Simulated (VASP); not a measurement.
The system is Be2RuAu2.

```
CELL_PARAMETERS angstrom
-1.82367 1.82367 4.78487
1.82367 -1.82367 4.78487
1.82367 1.82367 -4.78487
ATOMIC_POSITIONS crystal
Be 0.25000 0.75000 0.50000
Be 0.75000 0.25000 0.50000
Ru 0.00000 0.00000 0.00000
Au 0.62600 0.62600 0.00000
Au 0.37400 0.37400 0.00000
```

```yaml
Program: VASP 6.6.1
Task: relaxation of cell and atoms
Functional: PBE
Potentials_or_basis: VASP PAW PBE potentials, release 64 (Be, Ru_pv, Au)
Cutoff: 600 eV
k_mesh: 6 × 6 × 6
Occupations: gaussian, width 0.1 eV
Spin: no spin polarisation
```

At the start: pressure 24.8 GPa; volume 12.73 Å³/atom.

Q: Where does the relaxation end?

A: Over 38 steps the energy falls by 244.1 meV/atom and the volume is 13.63 Å³/atom (+7.1 %); space group I4/mmm (No. 139, to 0.05 Å).

The path:
```tsv
step	energy change (eV)	largest force (eV/Å)	pressure (GPa)	volume (Å³)
1	0.0000	1.1801	24.81	63.65
2	-0.0820	0.9939	-13.67	83.49
3	-0.6688	0.7907	-0.51	72.55
4	-0.6692	0.7746	-0.16	72.36
5	-0.7418	0.2919	-1.34	72.77
6	-0.8121	0.8898	-3.30	73.55
7	-0.8415	0.9069	-3.15	73.34
8	-0.9131	1.0183	-2.53	72.68
9	-0.9771	1.4344	-0.58	71.18
10	-1.0380	0.9208	-0.57	70.95
11	-1.1033	0.0783	0.24	70.33
12	-1.1043	0.1760	0.40	70.25
13	-1.1044	0.2107	0.45	70.22
14	-1.1106	0.1634	0.00	70.38
15	-1.1225	0.0194	-1.29	70.84
16	-1.1151	0.2986	-3.59	71.68
17	-1.1245	0.0742	-2.02	71.10
18	-1.1284	0.1006	-1.70	70.90
19	-1.1354	0.1801	-0.82	70.36
20	-1.1354	0.3830	1.16	69.26
21	-1.1378	0.2765	0.15	69.81
22	-1.1403	0.2328	0.26	69.74
23	-1.1461	0.1065	0.62	69.53
24	-1.1512	0.1527	1.49	69.10
25	-1.1533	0.1680	1.26	69.19
26	-1.1587	0.2137	0.61	69.44
27	-1.1653	0.3072	-0.61	69.93
28	-1.1593	0.5074	-2.75	70.82
29	-1.1656	0.3713	-1.18	70.17
30	-1.1703	0.3615	-1.35	70.18
31	-1.1832	0.3447	-1.89	70.18
32	-1.1963	0.3288	-2.76	70.04
33	-1.2128	0.2642	-1.03	68.92
34	-1.2154	0.2245	-0.01	68.31
35	-1.2176	0.1590	-0.17	68.36
36	-1.2197	0.0331	-0.62	68.51
37	-1.2198	0.0013	-0.54	68.48
38	-1.2204	0.0196	0.22	68.16
```

Final structure:
```
Be Ru Au
1.0
    -1.53895    1.53895    7.19440
     1.53895   -1.53895    7.19440
     1.53895    1.53895   -7.19440
Be Ru Au
2 1 2
Direct
  0.25000 0.75000 0.50000
  0.75000 0.25000 0.50000
  0.00000 0.00000 0.00000
  0.62646 0.62646 0.00000
  0.37354 0.37354 0.00000
```

Caveat: the k points lie up to 0.48 Å⁻¹ apart in the final cell.
